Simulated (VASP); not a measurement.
Si4Se3:

```
CELL_PARAMETERS angstrom
-3.60175 3.60175 3.46141
3.60175 -3.60175 3.46141
3.60175 3.60175 -3.46141
ATOMIC_POSITIONS crystal
Si 0.83648 0.08423 0.24775
Si 0.83648 0.58874 0.75225
Si 0.08423 0.83648 0.24775
Si 0.58874 0.83648 0.75225
Se 0.76761 0.26761 0.50000
Se 0.26761 0.76761 0.50000
Se 0.73527 0.73527 0.00000
```

The cell was built from a structure type or drawn by symmetry, and may not be a known phase.

| Item | Value |
| --- | --- |
| Program | VASP 6.6.1 |
| Task | relaxation of cell and atoms |
| Functional | PBE |
| Potentials or basis | VASP PAW PBE potentials, release 64 (Si, Se) |
| Cutoff | 600 eV |
| k mesh | 3 × 3 × 3 |
| Occupations | gaussian, width 0.2 eV |
| Spin | no spin polarisation |

At the start: pressure 53.9 GPa; volume 25.66 Å³/atom.

**Question.** How do energy, volume and symmetry change on relaxing?

**Answer.** Over 25 steps the energy falls by 2973.6 meV/atom and the volume is 27.03 Å³/atom (+5.3 %); space group I4mm (No. 107, to 0.1 Å) before and after.

The path:
```csv
step,energy change (eV),largest force (eV/Å),pressure (GPa),volume (Å³)
1,0.0000,18.3234,53.89,179.61
2,-7.9680,2.1379,-5.15,496.26
3,-17.0513,0.8847,-2.98,291.23
4,-17.1868,1.2981,-2.20,283.26
5,-17.2568,2.1875,-0.40,268.86
6,-17.2630,2.0498,-0.68,270.87
7,-18.1847,1.7401,-1.67,268.06
8,-19.7002,1.0943,-3.90,259.74
9,-19.7694,1.9963,-4.36,256.55
10,-20.1186,2.1463,-2.62,234.54
11,-20.1220,2.1467,-2.43,232.73
12,-20.4150,1.2444,-0.97,223.47
13,-20.4941,0.8350,0.49,216.21
14,-20.5550,0.6582,0.11,216.57
15,-20.6144,0.6449,-0.77,217.57
16,-20.6698,0.5222,-0.83,213.82
17,-20.7275,0.3505,-1.12,205.14
18,-20.7751,0.5172,0.15,196.50
19,-20.7763,0.5511,0.44,194.82
20,-20.8024,0.2041,0.09,191.74
21,-20.8024,0.2053,0.07,191.56
22,-20.8083,0.1440,-0.23,191.81
23,-20.8097,0.1777,-0.47,192.01
24,-20.8132,0.0868,-0.33,191.00
25,-20.8154,0.0764,-0.06,189.22
```

Final structure:
```xyz
7
Lattice="-3.5233 3.5233 3.8107 3.5233 -3.5233 3.8107 3.5233 3.5233 -3.8107" Properties=species:S:1:pos:R:3 pbc="T T T"
Si   -1.8237    3.5233    3.0548
Si    1.8237    3.5233    3.0548
Si    3.5233   -1.8237    3.0548
Si    3.5233    1.8237    3.0548
Se    0.0000    3.5233    1.4224
Se    3.5233    0.0000    1.4224
Se    0.0000    0.0000    4.8765
```

Caveat: the k points lie up to 0.40 Å⁻¹ apart in the final cell; the relaxation stopped at a loose force limit of 0.08 eV/Å, so its end isn't a converged minimum.
